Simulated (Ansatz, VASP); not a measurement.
Two plane-wave programs on Rh

```xyz
3
Lattice="4.2515 0.0000 0.0000 -2.1257 3.6819 0.0000 0.0000 0.0000 2.6060" Properties=species:S:1:pos:R:3 pbc="T T T"
Rh    2.1257    3.6819    0.0000
Rh    0.0000    2.4546    1.3030
Rh    2.1257    1.2273    1.3030
```

Alike in both runs: task single point; functional LDA; k mesh 10 × 10 × 14; occupations fermi-dirac, width 0.1 eV; no spin polarisation.

|  | VASP | Ansatz |
| --- | --- | --- |
| version | VASP 6.6.1 | Ansatz 0.2.0 |
| potentials or method | VASP PAW LDA potentials, release 64 (Rh_pv), cutoff 520 eV | plane waves (420 eV) with PAW, scalar-relativistic |
| valence electrons in the cell | 45 | 51 |

Ansatz gave:

- pressure (GPa): 0.0
- traceless stress, the component that is largest in VASP (GPa): -0.40

Q: Estimate VASP's values.

A: Pressure (GPa): 0.9; traceless stress, the component that is largest in VASP (GPa): -0.54.

Ansatz warns that its potentials were made for another functional, while VASP's fit it. LDA's correlation is that of Perdew and Zunger in VASP and of Perdew and Wang (1992) in Ansatz. VASP's potentials hold 45 valence electrons a cell and Ansatz's 51, so a difference there can come from the potentials and not from the codes.
